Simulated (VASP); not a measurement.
# NaH (Fm-3m) in VASP: further runs

Aim: see how the results for NaH move with the level of theory and the settings. Levels: PBE, r2SCAN. Tasks: single point, relaxation of cell and atoms.

All numbers are computed with VASP 6.6.1; they aren't measurements. Logs are shortened: lines on timing, memory, paths and dates and some standing lists are left out, and cuts for length are marked.

## Step 1: The cell of the first run

Symmetry: Fm-3m, No. 225, cubic system. Conventional cell: a = 4.795 Å, b = 4.795 Å, c = 4.795 Å, α = 90.00°, β = 90.00°, γ = 90.00°. Within 3.2 Å of Na (site symmetry m-3m) lie 6 H at 2.40 Å. H (site symmetry m-3m) has 6 Na at 2.40 Å within 3.2 Å.

## Step 2: Single point, PBE

File INCAR:

```
ALGO = Normal ; EDIFF = 1E-6
ENCUT = 520 ; GGA = PE
ISIF = 2 ; ISMEAR = -1
LASPH = T ; LCHARG = F
LREAL = F ; LWAVE = F
NBANDS = 11 ; NELM = 100
PREC = Accurate ; SIGMA = 0.02
```

File KPOINTS:

```
k-points
0
Gamma
  10 10 10
```

File POSCAR:

```
NaH
1.0
    0.0000000000      2.3975122800      2.3975122800
    2.3975122800      0.0000000000      2.3975122800
    2.3975122800      2.3975122800      0.0000000000
Na H
1 1
Direct
    0.0000000000      0.0000000000      0.0000000000
    0.5000000000      0.5000000000      0.5000000000
```

Potentials or basis: VASP PAW PBE potentials, release 64 (Na_pv, H).

On the command line:

```bash
cat potpaw_PBE.64/Na_pv/POTCAR potpaw_PBE.64/H/POTCAR > POTCAR
mpirun -np 1 vasp_std > vasp.out
```

OUTCAR:

```text
EDIFF = 1E-6
   ENCUT = 520
   GGA = PE
   ISIF = 2
   ISMEAR = -1
   LASPH = T
   LREAL = F
   NELM = 100
   PREC = Accurate

 ion  position               nearest neighbor table
   1  0.000  0.000  0.000-
   2  0.500  0.500  0.500-

  LATTYP: Found a face centered cubic cell.
 ALAT       =     4.7950245600

  Lattice vectors:

 A1 = (   0.0000000000,   2.3975122800,   2.3975122800)
 A2 = (   2.3975122800,   0.0000000000,   2.3975122800)
 A3 = (   2.3975122800,   2.3975122800,   0.0000000000)

Analysis of symmetry for initial positions (statically):
=====================================================================
 Subroutine PRICEL returns:
 Original cell was already a primitive cell.

 Routine SETGRP: Setting up the symmetry group for a
 face centered cubic supercell.

 Subroutine GETGRP returns: Found 48 space group operations
 (whereof 48 operations were pure point group operations)
 out of a pool of 48 trial point group operations.

The static configuration has the point symmetry O_h .

Analysis of symmetry for dynamics (positions and initial velocities):
=====================================================================
 Subroutine PRICEL returns:
 Original cell was already a primitive cell.

 Routine SETGRP: Setting up the symmetry group for a
 face centered cubic supercell.

 Subroutine GETGRP returns: Found 48 space group operations
 (whereof 48 operations were pure point group operations)
 out of a pool of 48 trial point group operations.

The dynamic configuration has the point symmetry O_h .

 Subroutine INISYM returns: Found 48 space group operations
 (whereof 48 operations are pure point group operations),
 and found     1 'primitive' translations

----------------------------------------------------------------------------------------

                                     Primitive cell

  volume of cell :      27.5621

  direct lattice vectors                    reciprocal lattice vectors
     0.000000000  2.397512280  2.397512280    -0.208549505  0.208549505  0.208549505
     2.397512280  0.000000000  2.397512280     0.208549505 -0.208549505  0.208549505
     2.397512280  2.397512280  0.000000000     0.208549505  0.208549505 -0.208549505

  length of vectors
     3.390594382  3.390594382  3.390594382     0.361218339  0.361218339  0.361218339

  position of ions in fractional coordinates (direct lattice)
     0.000000000  0.000000000  0.000000000
     0.500000000  0.500000000  0.500000000

  ion indices of the primitive-cell ions
   primitive index   ion index
                 1           1
                 2           2

----------------------------------------------------------------------------------------

 KPOINTS: k-points

Automatic generation of k-mesh.
 Grid dimensions read from file:
 generate k-points for:   10   10   10

 Generating k-lattice:

  Cartesian coordinates                     Fractional coordinates (reciprocal lattice)
    -0.020854951  0.020854951  0.020854951     0.100000000  0.000000000  0.000000000
     0.020854951 -0.020854951  0.020854951     0.000000000  0.100000000  0.000000000
     0.020854951  0.020854951 -0.020854951     0.000000000  0.000000000  0.100000000

  Length of vectors
     0.036121834  0.036121834  0.036121834

  Shift w.r.t. Gamma in fractional coordinates (k-lattice)
     0.000000000  0.000000000  0.000000000

 Subroutine IBZKPT returns following result:
 ===========================================

 Found     47 irreducible k-points:

 Following reciprocal coordinates:
            Coordinates               Weight
  0.000000  0.000000  0.000000      1.000000
  0.100000  0.000000  0.000000      8.000000
  0.200000  0.000000  0.000000      8.000000
  0.300000  0.000000  0.000000      8.000000
  0.400000  0.000000  0.000000      8.000000
  0.500000  0.000000  0.000000      4.000000
[... 16 lines left out ...]
  0.300000  0.300000  0.000000      6.000000
  0.400000  0.300000  0.000000     24.000000
 [... further k-points ...]
   k-points           NKPTS =     47   k-points in BZ     NKDIM =     47   number of bands    NBANDS=     11
   number of dos      NEDOS =    301   number of ions     NIONS =      2
   total plane-waves  NPLWV =  21952
   dimension x,y,z NGX =    28 NGY =   28 NGZ =   28
   dimension x,y,z NGXF=    56 NGYF=   56 NGZF=   56
   ions per type =               1   1
   NGX,Y,Z   is equivalent  to a cutoff of  13.73, 13.73, 13.73 a.u.
   NGXF,Y,Z  is equivalent  to a cutoff of  27.46, 27.46, 27.46 a.u.
 SYSTEM =  unknown system
   PREC   = accura    normal or accurate (medium, high low for compatibility)
   ISTART =      0    job   : 0-new  1-cont  2-samecut
   ICHARG =      2    charge: 1-file 2-atom 10-const
   ISPIN  =      1    spin polarized calculation?
   LNONCOLLINEAR =      F non collinear calculations
   LSORBIT =      F    spin-orbit coupling
   LASPH  =      T    aspherical Exc in radial PAW
   ENCUT  =  520.0 eV  38.22 Ry    6.18 a.u.   6.30  6.30  6.30*2*pi/ulx,y,z
   NELM   =    100;   NELMIN=  2; NELMDL= -5     # of ELM steps
   EDIFF  = 0.1E-05   stopping-criterion for ELM
   LREAL  =      F    real-space projection
   EDIFFG = 0.1E-04   stopping-criterion for IOM
   NSW    =      0    number of steps for IOM
   IBRION =     -1    ionic relax: 0-MD 1-quasi-New 2-CG
   NFREE  =      0    steps in history (QN), initial steepest desc. (CG)
   ISIF   =      2    stress and relaxation
   ISYM   =      2    0-nonsym 1-usesym 2-fastsym
   POTIM  = 0.5000    time-step for ionic-motion
   TEBEG  =    0.0;   TEEND  =   0.0 temperature during run
   PSTRESS=    0.0 pullay stress
   NELECT =       8.0000    total number of electrons
   NUPDOWN=      -1.0000    fix difference up-down
   EMIN   =  10.00;   EMAX   =-10.00  energy-range for DOS
   EFERMI =   0.00;   METHOD = LEGACY
   ISMEAR =    -1;   SIGMA  =   0.02  broadening in eV -4-tet -1-fermi 0-gaus
   EFERMI_NEDOS =   21; number of points for ismear=-14 and -15
   IALGO  =     38    algorithm
   IMIX   =      4    mixing-type and parameters
     AMIX     =   0.40;   BMIX     =  1.00
     AMIX_MAG =   1.60;   BMIX_MAG =  1.00
  volume/ion in A,a.u.               =      13.78        93.00
  Fermi-wavevector in a.u.,A,eV,Ry     =   1.083929  2.048328 15.985500  1.174901
  Thomas-Fermi vector in A             =   2.220006
   LORBIT       =      0    0 simple, 1 ext, 2 COOP (PROOUT), +10 PAW based schemes
   GGA     = PE    functional components
   LHFCALC =     F    Hartree Fock is set to
   AEXX    =    0.0000 exact exchange contribution
   IVDW    =     0    specifies the selected vdW correction
   LEPSILON=     F    determine dielectric tensor
   LRPA    =     F    only Hartree local field effects (RPA)
 non-spin polarized calculation
  energy-cutoff  :      520.00
  volume of cell :       27.56
 maximum number of plane-waves:       757
 NGX is ok and might be reduce to    28
   NGX = 13   NGY = 13   NGZ = 13

 number of electron       7.9999992 magnetization

 Free energy of the ion-electron system (eV)
  ---------------------------------------------------
  ext. energy  EPLUGINS =         0.00000000
  ---------------------------------------------------
  free energy    TOTEN  =        -5.08635579 eV

  energy without entropy =       -5.08635579  energy(sigma->0) =       -5.08635579

 E-fermi :  -0.5700     XC(G=0):  -7.8486

 val. band max:       -1.0567061003   @ k =  -0.3000   0.5000   0.2000
 cond. band min:       2.7609633453   @ k =   0.5000   0.0000   0.0000
 fundamental gap:      3.8176694456
 Fermi energy:        -0.5699560395

 k-point     1 :       0.0000    0.0000    0.0000
  band No.  band energies     occupation
      1     -23.1001      2.00000
      2     -23.1001      2.00000
      3     -23.1001      2.00000
      4      -4.7222      2.00000
      5       9.5871      0.00000
      6      14.7385      0.00000
      7      14.7385      0.00000
      8      14.7385      0.00000
      9      15.6542      0.00000
     10      15.6542      0.00000
     11      15.6542      0.00000

 k-point     2 :       0.1000    0.0000    0.0000
  band No.  band energies     occupation
      1     -23.1099      2.00000
      2     -23.1013      2.00000
      3     -23.1013      2.00000
      4      -4.5464      2.00000
      5       9.0054      0.00000
      6      12.5975      0.00000
      7      14.1241      0.00000
      8      14.1241      0.00000
      9      16.4012      0.00000
     10      16.4012      0.00000
     11      16.5590      0.00000

 k-point     3 :       0.2000    0.0000    0.0000
  band No.  band energies     occupation
      1     -23.1355      2.00000
      2     -23.1043      2.00000
      3     -23.1043      2.00000
      4      -4.0358      2.00000
      5       7.3331      0.00000
      6      11.0746      0.00000
      7      13.4137      0.00000
      8      13.4137      0.00000
      9      16.8704      0.00000
     10      16.8704      0.00000
     11      17.5780      0.00000

 k-point     4 :       0.3000    0.0000    0.0000
  band No.  band energies     occupation
      1     -23.1669      2.00000
      2     -23.1081      2.00000
      3     -23.1080      2.00000
      4      -3.2530      2.00000
      5       5.2675      0.00000
      6      10.3508      0.00000
      7      12.8992      0.00000
      8      12.8992      0.00000
      9      16.2958      0.00000
     10      16.2958      0.00000
     11      18.2876      0.00000
[... 239 lines left out ...]
 k-point    22 :      -0.2000    0.2000    0.0000
  band No.  band energies     occupation
      1     -23.1617      2.00000
      2     -23.1263      2.00000
      3     -23.1075      2.00000
      4      -3.0094      2.00000
      5       5.7704      0.00000
      6       7.7568      0.00000
      7      13.1458      0.00000
      8      13.1559      0.00000
      9      16.8049      0.00000
     10      17.5429      0.00000
     11      17.9343      0.00000

 k-point    23 :       0.3000    0.3000    0.0000
  band No.  band energies     occupation
      1     -23.1618      2.00000
      2     -23.1225      2.00000
      3     -23.1225      2.00000
      4      -2.8289      2.00000
      5       5.7354      0.00000
      6      10.1141      0.00000
      7      10.6060      0.00000
      8      10.6060      0.00000
      9      12.9412      0.00000
     10      19.8655      0.00000
     11      22.2038      0.00000

 k-point    24 :       0.4000    0.3000    0.0000
  band No.  band energies     occupation
      1     -23.1744      2.00000
      2     -23.1294      2.00000
      3     -23.1263      2.00000
      4      -2.2024      2.00000
      5       4.8963      0.00000
      6       8.3189      0.00000
      7      10.3351      0.00000
      8      11.1433      0.00000
      9      13.0737      0.00000
     10      20.2485      0.00000
     11      21.7342      0.00000

 [... further k-points ...]

------------------------ aborting loop because EDIFF is reached ----------------------------------------

  FORCE on cell =-STRESS in cart. coord.  units (eV):
  Direction    XX          YY          ZZ          XY          YZ          ZX
  --------------------------------------------------------------------------------------
  -------------------------------------------------------------------------------------
  Total        0.0913520      0.0913520      0.0913520      0.0000000      0.0000000      0.0000000
  in kB        5.3102657      5.3102657      5.3102657      0.0000000      0.0000000      0.0000000
  external PRESSURE =       5.3102657 kB  Pullay stress =       0.0000000 kB

 VOLUME and BASIS-vectors are now :
 -----------------------------------------------------------------------------
  energy-cutoff  :      520.00
  volume of cell :       27.56
      direct lattice vectors                 reciprocal lattice vectors
     0.000000000  2.397512280  2.397512280    -0.208549505  0.208549505  0.208549505
     2.397512280  0.000000000  2.397512280     0.208549505 -0.208549505  0.208549505
     2.397512280  2.397512280  0.000000000     0.208549505  0.208549505 -0.208549505

 POSITION                                       TOTAL-FORCE (eV/Angst)
 -----------------------------------------------------------------------------------
      0.00000      0.00000      0.00000         0.000000      0.000000      0.000000
      2.39751      2.39751      2.39751        -0.000000      0.000000     -0.000000
 -----------------------------------------------------------------------------------
    total drift:                               -0.000000     -0.000000     -0.000000

  FREE ENERGIE OF THE ION-ELECTRON SYSTEM (eV)
  ---------------------------------------------------
  free  energy   TOTEN  =        -5.0863557923 eV

  energy  without entropy=       -5.0863557923  energy(sigma->0) =       -5.08635579
```

Wall time 19 s (1 thread of Intel Xeon 8259CL, shared host); peak memory 0.15 GiB.

What came out:

* Free energy: -5.0864 eV
* Pressure: 0.5 GPa
* Band gap on the k mesh: 3.82 eV (least direct gap 4.67 eV)

A k mesh can miss the band edges.

## Step 3: Single point, r2SCAN

POSCAR is that of step 2.

File INCAR.step1:

```
PREC     = Accurate       # precision mode
ENCUT    = 520            # plane-wave cutoff, eV
ISMEAR   = -1             # smearing method
SIGMA    = 0.02           # smearing width, eV
LREAL    = F              # projectors in reciprocal space
LASPH    = T              # aspherical terms in the spheres
NELM     = 100            # most SCF steps
NBANDS   = 11             # bands
GGA      = PE             # functional
ALGO     = Normal         # electronic algorithm
EDIFF    = 1E-4           # SCF threshold, eV
LWAVE    = T              # write WAVECAR
LCHARG   = F              # write CHGCAR
```

File INCAR.step2:

```
PREC     = Accurate       # precision mode
ENCUT    = 520            # plane-wave cutoff, eV
EDIFF    = 1E-6           # SCF threshold, eV
ISMEAR   = -1             # smearing method
SIGMA    = 0.02           # smearing width, eV
LREAL    = F              # projectors in reciprocal space
LASPH    = T              # aspherical terms in the spheres
NELM     = 100            # most SCF steps
ALGO     = Normal         # electronic algorithm
ISIF     = 2              # what is computed and relaxed
LWAVE    = F              # write WAVECAR
LCHARG   = F              # write CHGCAR
METAGGA  = R2SCAN         # meta-GGA
LMIXTAU  = T            
NBANDS   = 11             # bands
ISTART   = 1
```

File KPOINTS:

```
regular mesh
0
Gamma
  8 8 8
```

Potentials or basis: VASP PAW PBE potentials, release 64 (Na_pv, H).

On the command line:

```bash
cat potpaw_PBE.64/Na_pv/POTCAR potpaw_PBE.64/H/POTCAR > POTCAR
cp INCAR.step1 INCAR
mpirun -np 1 vasp_std > vasp.out
cp INCAR.step2 INCAR
mpirun -np 1 vasp_std > vasp.out
```

It took 56 s on 1 thread of Intel Xeon 8259CL, shared host; peak memory 0.16 GiB.

Results (log left out):

* Free energy: -7.6024 eV
* Pressure: -0.3 GPa
* Band gap on the k mesh: 4.41 eV (least direct gap 5.26 eV)

Levels at points of the mesh, in eV from the valence-band top:
```
           k point  band 1  band 2  band 3  band 4  band 5  band 6  band 7  band 8  band 9
(0.00, 0.00, 0.00)  -22.86  -22.86  -22.86   -3.62   11.66   16.53   16.53   16.53   17.51
(0.50, 0.00, 0.00)  -22.95  -22.87  -22.87   -0.84    4.41   11.86   14.06   14.06   17.85
(0.50, 0.50, 0.00)  -22.94  -22.89  -22.89   -0.17    5.24   10.80   11.54   11.54   13.30
```

Caveat: the PAW data sets were made with another functional, which shifts forces and pressure a little. A k mesh can miss the band edges.

## Step 4: Single point, r2SCAN

POSCAR is that of step 3.

File INCAR.step1:

```
SYSTEM = NaH
ALGO     = Normal         ! electronic algorithm
EDIFF    = 1E-4           ! SCF threshold, eV
ENCUT    = 520            ! plane-wave cutoff, eV
GGA      = PE             ! functional
ISMEAR   = 0              ! smearing method
LASPH    = .True.         ! aspherical terms in the spheres
LCHARG   = .False.        ! write CHGCAR
LREAL    = .False.        ! projectors in reciprocal space
LWAVE    = .True.         ! write WAVECAR
NBANDS   = 11             ! bands
NELM     = 60             ! most SCF steps
PREC     = Accurate       ! precision mode
SIGMA    = 0.01           ! smearing width, eV
```

File INCAR.step2:

```
SYSTEM = NaH
ALGO     = Normal         ! electronic algorithm
EDIFF    = 1E-6           ! SCF threshold, eV
ENCUT    = 520            ! plane-wave cutoff, eV
ISIF     = 2              ! what is computed and relaxed
ISMEAR   = 0              ! smearing method
ISTART   = 1            
LASPH    = .True.         ! aspherical terms in the spheres
LCHARG   = .False.        ! write CHGCAR
LMIXTAU  = .True.       
LREAL    = .False.        ! projectors in reciprocal space
LWAVE    = .False.        ! write WAVECAR
METAGGA  = R2SCAN         ! meta-GGA
NBANDS   = 11             ! bands
NELM     = 60             ! most SCF steps
PREC     = Accurate       ! precision mode
SIGMA    = 0.01           ! smearing width, eV
```

File KPOINTS:

```
k-points
0
Gamma
  10 10 10
  0 0 0
```

On the command line:

```bash
cat potpaw_PBE.64/Na_pv/POTCAR potpaw_PBE.64/H/POTCAR > POTCAR
cp INCAR.step1 INCAR
mpirun -np 1 vasp_std > vasp.out
cp INCAR.step2 INCAR
mpirun -np 1 vasp_std > vasp.out
```

It took 88 s on 1 thread of Intel Xeon 8259CL, shared host; peak memory 0.16 GiB.

Results (log left out):

| Quantity | Value |
| --- | --- |
| Free energy | -7.6024 eV |
| Pressure | -0.3 GPa |
| Band gap on the k mesh | 4.43 eV (least direct gap 5.26 eV) |

Levels at points of the mesh, in eV from the valence-band top:
```csv
k point,band 1,band 2,band 3,band 4,band 5,band 6,band 7,band 8
"(0.00, 0.00, 0.00)",-22.84,-22.84,-22.84,-3.60,11.67,16.55,16.55,16.55
"(0.50, 0.00, 0.00)",-22.94,-22.85,-22.85,-0.83,4.43,11.87,14.08,14.08
"(0.50, 0.50, 0.00)",-22.92,-22.87,-22.87,-0.16,5.26,10.81,11.55,11.55
```

Caveat: the PAW data sets were made with another functional, which shifts forces and pressure a little.

(Part 1 of 2 ends here.)
